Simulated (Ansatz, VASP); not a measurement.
**One calculation of Ge, two programs**

```
CELL_PARAMETERS angstrom
-0.11522 2.88053 2.93815
2.88053 -0.11522 2.93815
2.76531 2.76531 0.00000
ATOMIC_POSITIONS crystal
Ge 0.50000 0.50000 0.50000
Ge 0.75000 0.75000 0.75000
```

Change from the starting cell: engineering shear strain xy -0.0800, normal strain along z +0.0200.

Alike in both runs: task single point; functional PBE; k mesh 14 × 14 × 14; occupations gaussian, width 0.15 eV; no spin polarisation.

```csv
,VASP,Ansatz
version,VASP 6.6.1,Ansatz 0.2.0
potentials or method,"VASP PAW PBE potentials, release 64 (Ge_d), cutoff 520 eV","scalar-relativistic, plane waves, PAW"
valence electrons in the cell,28,28
```

```tsv
	VASP	Ansatz	Ansatz less VASP
gap on the k mesh at the Fermi level (eV)	none	none	-
pressure (GPa)	-0.6	-0.5	+0.06
traceless stress, the component that is largest in VASP (GPa)	5.49	5.50	+0.011
rms of the force components (eV/Å)	0.317	0.318	+0.0016
```

Atom by atom the forces differ by 0.002 eV/Å (rms over components). A gap of «none» marks a metal or a gap that the smearing closes. With one functional, cell and mesh, what is left measures potentials, basis and numerics.
